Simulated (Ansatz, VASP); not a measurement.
# One calculation of Se, two programs

```
Se
1.0
     4.49306    0.00000    0.00000
    -2.24653    3.89110    0.00000
     0.00000    0.00000    4.99239
Se
3
Direct
  0.21783 0.00000 0.33333
  0.00000 0.21783 0.66667
  0.78217 0.78217 0.00000
```

Alike in both runs: functional r2SCAN; k mesh 5 × 5 × 4; occupations fermi-dirac, width 0.05 eV; no spin polarisation.

Ansatz relaxed the structure, and its values are those at the end. VASP's run is a single point on that final structure, the one shown.

```csv
,VASP,Ansatz
version,VASP 6.6.1,Ansatz 0.2.0
potentials or method,"VASP PAW PBE potentials, release 64 (Se), cutoff 520 eV","plane waves (500 eV) with PAW, scalar-relativistic"
valence electrons in the cell,18,48
```

|  | VASP | Ansatz | Ansatz less VASP |
| --- | --- | --- | --- |
| pressure (GPa) | 0.0 | 0.0 | +0.03 |

VASP's potentials were made for PBE, not for r2SCAN. With one functional, cell and mesh, what is left measures potentials, basis and numerics. VASP's potentials hold 18 valence electrons a cell and Ansatz's 48, so a difference there can come from the potentials and not from the codes.
